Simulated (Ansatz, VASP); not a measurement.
Two plane-wave programs on SnSe

```xyz
2
Lattice="-0.0021 3.1310 3.1227 3.1394 -0.0151 3.1357 3.1414 3.1460 -0.0171" Properties=species:S:1:pos:R:3 pbc="T T T"
Sn   -0.0283    0.0427    0.2552
Se    3.1676    3.0882    2.8655
```

Change from the starting cell: all atoms moved at random, cell strained at random.

Alike in both runs: task single point; functional PBE; k mesh 10 × 10 × 10; occupations gaussian, width 0.05 eV; no spin polarisation.

|  | VASP | Ansatz |
| --- | --- | --- |
| version | VASP 6.6.1 | Ansatz 0.2.0 |
| potentials or method | VASP PAW PBE potentials, release 64 (Sn_d, Se), cutoff 520 eV | scalar-relativistic, plane waves, PAW |
| valence electrons in the cell | 20 | 30 |

```tsv
	VASP	Ansatz	Ansatz less VASP
gap on the k mesh at the Fermi level (eV)	0.92	0.92	-0.001
least direct gap on the mesh (eV)	0.95	0.95	+0.003
pressure (GPa)	-1.0	-1.0	-0.01
traceless stress, the component that is largest in VASP (GPa)	3.68	3.63	-0.053
rms of the force components (eV/Å)	0.411	0.404	-0.0077
```

Atom by atom the forces differ by 0.008 eV/Å (rms over components). VASP's potentials hold 20 valence electrons a cell and Ansatz's 30, so a difference there can come from the potentials and not from the codes.
